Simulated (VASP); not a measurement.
# PbS (Galena) (Fm-3m) in VASP: notebook

The runs below take PbS (Galena) through single point, relaxation of cell and atoms, with PBE, RPBE, revPBE.

All numbers are computed with VASP 6.6.1; they aren't measurements. Logs are shortened: lines on timing, memory, paths and dates and some standing lists are left out, and cuts for length are marked.

### 1 The cell of the first run

Symmetry: Fm-3m, No. 225, cubic system. Conventional cell: a = 5.931 Å, b = 5.931 Å, c = 5.931 Å, α = 90.00°, β = 90.00°, γ = 90.00°. Within 3.9 Å of Pb (site symmetry m-3m) lie 6 S at 2.97 Å. Within 3.9 Å of S (site symmetry m-3m) lie 6 Pb at 2.97 Å.

### 2 Single point, PBE

Input file INCAR:

```
PREC = Accurate
ENCUT = 520
EDIFF = 1E-6
ISMEAR = -1
SIGMA = 0.04
LREAL = F
LASPH = T
NELM = 100
ALGO = Normal
ISIF = 2
LWAVE = F
LCHARG = F
GGA = PE
NBANDS = 17
```

Input file KPOINTS:

```
Automatic mesh
0
Gamma
  5 5 5
```

Input file POSCAR:

```
PbS
1.0
    0.0000000000      2.9657500000      2.9657500000
    2.9657500000      0.0000000000      2.9657500000
    2.9657500000      2.9657500000      0.0000000000
Pb S
1 1
Direct
    0.0000000000      0.0000000000      0.0000000000
    0.5000000000      0.5000000000      0.5000000000
```

Potentials or basis: VASP PAW PBE potentials, release 64 (Pb_d, S).

Started as:

```
$ cat potpaw_PBE.64/Pb_d/POTCAR potpaw_PBE.64/S/POTCAR > POTCAR
$ mpirun -np 1 vasp_std > vasp.out
```

OUTCAR:

```text
PREC = Accurate
   ENCUT = 520
   EDIFF = 1E-6
   ISMEAR = -1
   LREAL = F
   LASPH = T
   NELM = 100
   ISIF = 2
   GGA = PE

 ion  position               nearest neighbor table
   1  0.000  0.000  0.000-   2 2.97   2 2.97   2 2.97   2 2.97   2 2.97   2 2.97
   2  0.500  0.500  0.500-   1 2.97   1 2.97   1 2.97   1 2.97   1 2.97   1 2.97

  LATTYP: Found a face centered cubic cell.
 ALAT       =     5.9315000000

  Lattice vectors:

 A1 = (   0.0000000000,   2.9657500000,   2.9657500000)
 A2 = (   2.9657500000,   0.0000000000,   2.9657500000)
 A3 = (   2.9657500000,   2.9657500000,   0.0000000000)

Analysis of symmetry for initial positions (statically):
=====================================================================
 Subroutine PRICEL returns:
 Original cell was already a primitive cell.

 Routine SETGRP: Setting up the symmetry group for a
 face centered cubic supercell.

 Subroutine GETGRP returns: Found 48 space group operations
[... 9 lines left out ...]

 Routine SETGRP: Setting up the symmetry group for a
 face centered cubic supercell.

 Subroutine GETGRP returns: Found 48 space group operations
[... 11 lines left out ...]
                                     Primitive cell

  volume of cell :      52.1715

  direct lattice vectors                    reciprocal lattice vectors
     0.000000000  2.965750000  2.965750000    -0.168591419  0.168591419  0.168591419
     2.965750000  0.000000000  2.965750000     0.168591419 -0.168591419  0.168591419
     2.965750000  2.965750000  0.000000000     0.168591419  0.168591419 -0.168591419

  length of vectors
     4.194203873  4.194203873  4.194203873     0.292008903  0.292008903  0.292008903

  position of ions in fractional coordinates (direct lattice)
     0.000000000  0.000000000  0.000000000
     0.500000000  0.500000000  0.500000000

  ion indices of the primitive-cell ions
   primitive index   ion index
                 1           1
                 2           2

----------------------------------------------------------------------------------------

 KPOINTS: Automatic mesh

Automatic generation of k-mesh.
 Grid dimensions read from file:
 generate k-points for:    5    5    5

 Generating k-lattice:

  Cartesian coordinates                     Fractional coordinates (reciprocal lattice)
    -0.033718284  0.033718284  0.033718284     0.200000000  0.000000000  0.000000000
     0.033718284 -0.033718284  0.033718284     0.000000000  0.200000000  0.000000000
     0.033718284  0.033718284 -0.033718284     0.000000000  0.000000000  0.200000000

  Length of vectors
     0.058401781  0.058401781  0.058401781

  Shift w.r.t. Gamma in fractional coordinates (k-lattice)
     0.000000000  0.000000000  0.000000000

 Subroutine IBZKPT returns following result:
 ===========================================

 Found     10 irreducible k-points:

 Following reciprocal coordinates:
            Coordinates               Weight
  0.000000  0.000000  0.000000      1.000000
  0.200000  0.000000  0.000000      8.000000
  0.400000  0.000000  0.000000      8.000000
  0.200000  0.200000  0.000000      6.000000
  0.400000  0.200000  0.000000     24.000000
 -0.400000  0.200000  0.000000     24.000000
 -0.200000  0.200000  0.000000     12.000000
  0.400000  0.400000  0.000000      6.000000
 -0.400000  0.400000  0.000000     12.000000
 -0.400000  0.400000  0.200000     24.000000
   k-points           NKPTS =     10   k-points in BZ     NKDIM =     10   number of bands    NBANDS=     17
   number of dos      NEDOS =    301   number of ions     NIONS =      2
   total plane-waves  NPLWV =  32768
   dimension x,y,z NGX =    32 NGY =   32 NGZ =   32
   dimension x,y,z NGXF=    64 NGYF=   64 NGZF=   64
   ions per type =               1   1
   NGX,Y,Z   is equivalent  to a cutoff of  12.68, 12.68, 12.68 a.u.
   NGXF,Y,Z  is equivalent  to a cutoff of  25.37, 25.37, 25.37 a.u.
 SYSTEM =  unknown system
   PREC   = accura    normal or accurate (medium, high low for compatibility)
   ISTART =      0    job   : 0-new  1-cont  2-samecut
   ICHARG =      2    charge: 1-file 2-atom 10-const
   ISPIN  =      1    spin polarized calculation?
   LNONCOLLINEAR =      F non collinear calculations
   LSORBIT =      F    spin-orbit coupling
   LASPH  =      T    aspherical Exc in radial PAW
   ENCUT  =  520.0 eV  38.22 Ry    6.18 a.u.   7.80  7.80  7.80*2*pi/ulx,y,z
   NELM   =    100;   NELMIN=  2; NELMDL= -5     # of ELM steps
   EDIFF  = 0.1E-05   stopping-criterion for ELM
   LREAL  =      F    real-space projection
   EDIFFG = 0.1E-04   stopping-criterion for IOM
   NSW    =      0    number of steps for IOM
   IBRION =     -1    ionic relax: 0-MD 1-quasi-New 2-CG
   NFREE  =      0    steps in history (QN), initial steepest desc. (CG)
   ISIF   =      2    stress and relaxation
   ISYM   =      2    0-nonsym 1-usesym 2-fastsym
   POTIM  = 0.5000    time-step for ionic-motion
   TEBEG  =    0.0;   TEEND  =   0.0 temperature during run
   PSTRESS=    0.0 pullay stress
   NELECT =      20.0000    total number of electrons
   NUPDOWN=      -1.0000    fix difference up-down
   EMIN   =  10.00;   EMAX   =-10.00  energy-range for DOS
   EFERMI =   0.00;   METHOD = LEGACY
   ISMEAR =    -1;   SIGMA  =   0.04  broadening in eV -4-tet -1-fermi 0-gaus
   EFERMI_NEDOS =   21; number of points for ismear=-14 and -15
   IALGO  =     38    algorithm
   IMIX   =      4    mixing-type and parameters
     AMIX     =   0.40;   BMIX     =  1.00
     AMIX_MAG =   1.60;   BMIX_MAG =  1.00
  volume/ion in A,a.u.               =      26.09       176.04
  Fermi-wavevector in a.u.,A,eV,Ry     =   1.189251  2.247359 19.242973  1.414319
  Thomas-Fermi vector in A             =   2.325363
   LORBIT       =      0    0 simple, 1 ext, 2 COOP (PROOUT), +10 PAW based schemes
   GGA     = PE    functional components
[... 5 lines left out ...]
 non-spin polarized calculation
  energy-cutoff  :      520.00
  volume of cell :       52.17
 maximum number of plane-waves:      1422
   NGX = 15   NGY = 15   NGZ = 15

 number of electron      19.9999998 magnetization

 Free energy of the ion-electron system (eV)
  ---------------------------------------------------
  ext. energy  EPLUGINS =         0.00000000
  ---------------------------------------------------
  free energy    TOTEN  =        -8.76855983 eV

  energy without entropy =       -8.76855981  energy(sigma->0) =       -8.76855982

 E-fermi :   6.0682     XC(G=0):  -9.6869

 val. band max:        5.4158077649   @ k =   0.4000   0.0000   0.0000
 cond. band min:       6.7187756679   @ k =   0.4000   0.0000   0.0000
 fundamental gap:      1.3029679030
 Fermi energy:         6.0682142810

 k-point     1 :       0.0000    0.0000    0.0000
  band No.  band energies     occupation
      1     -11.0084      2.00000
      2     -11.0084      2.00000
      3     -11.0084      2.00000
      4     -10.9924      2.00000
      5     -10.9924      2.00000
      6      -7.7832      2.00000
      7      -0.2201      2.00000
      8       3.6410      2.00000
      9       3.6410      2.00000
     10       3.6410      2.00000
     11      11.0321      0.00000
     12      11.0321      0.00000
     13      11.0321      0.00000
     14      12.5484      0.00000
     15      12.5484      0.00000
     16      12.5484      0.00000
     17      14.4748      0.00000

 k-point     2 :       0.2000    0.0000    0.0000
  band No.  band energies     occupation
      1     -11.0079      2.00000
      2     -11.0079      2.00000
      3     -11.0068      2.00000
      4     -10.9876      2.00000
      5     -10.9876      2.00000
      6      -7.4521      2.00000
      7      -1.2317      2.00000
      8       3.7460      2.00000
      9       3.7460      2.00000
     10       4.3719      2.00000
     11       8.7912      0.00000
     12       9.5071      0.00000
     13       9.5071      0.00000
     14      12.5353      0.00000
     15      13.3776      0.00000
     16      13.3776      0.00000
     17      16.8822      0.00000

 k-point     3 :       0.4000    0.0000    0.0000
  band No.  band energies     occupation
      1     -11.0233      2.00000
      2     -11.0233      2.00000
      3     -11.0054      2.00000
      4     -10.9637      2.00000
      5     -10.9637      2.00000
      6      -6.7176      2.00000
      7      -2.7437      2.00000
      8       3.9796      2.00000
      9       3.9796      2.00000
     10       5.4158      2.00000
     11       6.7188      0.00000
     12       8.0046      0.00000
     13       8.0046      0.00000
     14      13.7825      0.00000
     15      15.2578      0.00000
     16      15.2578      0.00000
     17      17.2792      0.00000

 k-point     4 :       0.2000    0.2000    0.0000
  band No.  band energies     occupation
      1     -11.0280      2.00000
      2     -11.0172      2.00000
      3     -10.9880      2.00000
      4     -10.9880      2.00000
      5     -10.9834      2.00000
      6      -7.3301      2.00000
      7      -1.1772      2.00000
      8       3.1791      2.00000
      9       3.1791      2.00000
     10       4.6808      2.00000
     11       7.9373      0.00000
     12      10.6476      0.00000
     13      10.6476      0.00000
     14      10.9430      0.00000
     15      14.9236      0.00000
     16      14.9236      0.00000
     17      15.3961      0.00000

 k-point     5 :       0.4000    0.2000    0.0000
  band No.  band energies     occupation
      1     -11.0601      2.00000
      2     -11.0128      2.00000
      3     -10.9967      2.00000
      4     -10.9744      2.00000
      5     -10.9601      2.00000
      6      -6.6985      2.00000
      7      -2.1293      2.00000
      8       2.9185      2.00000
      9       3.0914      2.00000
     10       3.8668      2.00000
     11       8.2860      0.00000
     12       9.6047      0.00000
     13       9.7616      0.00000
     14      11.8060      0.00000
     15      15.8389      0.00000
     16      16.2239      0.00000
     17      17.3304      0.00000

 k-point     6 :      -0.4000    0.2000    0.0000
  band No.  band energies     occupation
      1     -11.0549      2.00000
      2     -11.0095      2.00000
      3     -10.9954      2.00000
      4     -10.9755      2.00000
      5     -10.9624      2.00000
      6      -6.3664      2.00000
      7      -2.7064      2.00000
      8       2.2580      2.00000
      9       3.5949      2.00000
     10       4.5117      2.00000
     11       7.5787      0.00000
     12       8.5360      0.00000
     13       9.8553      0.00000
     14      13.9275      0.00000
     15      15.1048      0.00000
     16      15.2633      0.00000
     17      17.5698      0.00000

 k-point     7 :      -0.2000    0.2000    0.0000
  band No.  band energies     occupation
      1     -11.0228      2.00000
      2     -11.0100      2.00000
      3     -11.0018      2.00000
      4     -10.9859      2.00000
      5     -10.9740      2.00000
      6      -6.9578      2.00000
      7      -2.0127      2.00000
      8       2.5936      2.00000
      9       4.0988      2.00000
     10       5.2809      2.00000
     11       7.1624      0.00000
     12       8.2478      0.00000
     13       9.9573      0.00000
     14      13.5431      0.00000
     15      13.7754      0.00000
     16      15.7064      0.00000
     17      16.0809      0.00000

 k-point     8 :       0.4000    0.4000    0.0000
  band No.  band energies     occupation
      1     -11.1264      2.00000
      2     -11.0314      2.00000
      3     -10.9690      2.00000
      4     -10.9535      2.00000
      5     -10.9535      2.00000
      6      -6.3286      2.00000
      7      -1.5638      2.00000
      8       1.4546      2.00000
      9       2.4849      2.00000
     10       2.4849      2.00000
     11       9.8216      0.00000
     12      10.6287      0.00000
     13      11.2994      0.00000
     14      11.2994      0.00000
     15      16.5996      0.00000
     16      17.6313      0.00000
     17      17.9206      0.00000

 k-point     9 :      -0.4000    0.4000    0.0000
  band No.  band energies     occupation
      1     -11.1199      2.00000
      2     -11.0189      2.00000
      3     -10.9793      2.00000
      4     -10.9591      2.00000
      5     -10.9528      2.00000
      6      -6.1056      2.00000
      7      -1.9597      2.00000
      8       0.8899      2.00000
      9       2.7001      2.00000
     10       3.0353      2.00000
     11       9.4698      0.00000
     12      10.3922      0.00000
     13      11.0368      0.00000
     14      11.6383      0.00000
     15      16.5506      0.00000
     16      17.1568      0.00000
     17      18.2624      0.00000

 k-point    10 :      -0.4000    0.4000    0.2000
  band No.  band energies     occupation
      1     -11.0909      2.00000
      2     -11.0040      2.00000
      3     -10.9953      2.00000
      4     -10.9742      2.00000
      5     -10.9539      2.00000
      6      -6.2150      2.00000
      7      -2.2423      2.00000
      8       1.7878      2.00000
      9       1.8564      2.00000
     10       4.5392      2.00000
     11       8.1104      0.00000
     12      10.1858      0.00000
     13      10.2435      0.00000
     14      13.1286      0.00000
     15      14.8995      0.00000
     16      17.3919      0.00000
     17      17.4987      0.00000

------------------------ aborting loop because EDIFF is reached ----------------------------------------

  FORCE on cell =-STRESS in cart. coord.  units (eV):
  Direction    XX          YY          ZZ          XY          YZ          ZX
  --------------------------------------------------------------------------------------
  -------------------------------------------------------------------------------------
  Total        0.6344079      0.6344079      0.6344079     -0.0000000      0.0000000      0.0000000
  in kB       19.4825392     19.4825392     19.4825392     -0.0000000      0.0000000      0.0000000
  external PRESSURE =      19.4825392 kB  Pullay stress =       0.0000000 kB

 VOLUME and BASIS-vectors are now :
 -----------------------------------------------------------------------------
  energy-cutoff  :      520.00
  volume of cell :       52.17
      direct lattice vectors                 reciprocal lattice vectors
     0.000000000  2.965750000  2.965750000    -0.168591419  0.168591419  0.168591419
     2.965750000  0.000000000  2.965750000     0.168591419 -0.168591419  0.168591419
     2.965750000  2.965750000  0.000000000     0.168591419  0.168591419 -0.168591419

 POSITION                                       TOTAL-FORCE (eV/Angst)
 -----------------------------------------------------------------------------------
      0.00000      0.00000      0.00000         0.000000     -0.000000     -0.000000
      2.96575      2.96575      2.96575        -0.000000      0.000000      0.000000
 -----------------------------------------------------------------------------------
    total drift:                                0.000000     -0.000000     -0.000000

  FREE ENERGIE OF THE ION-ELECTRON SYSTEM (eV)
  ---------------------------------------------------
  free  energy   TOTEN  =        -8.7685598293 eV

  energy  without entropy=       -8.7685598139  energy(sigma->0) =       -8.76855982
```

Wall time 8.9 s (1 thread of Intel Xeon Platinum 8488C (Sapphire Rapids), shared host); peak memory 0.17 GiB.

Results:

```yaml
Free_energy: -8.7686 eV
Pressure: 1.9 GPa
```

Caveat: this odd mesh misses L, where the gap lies, so gap, dielectric constants and Born charges aren't listed; spin-orbit coupling is left out, which moves the levels of the heavy elements.

[end of part 1 of 3]
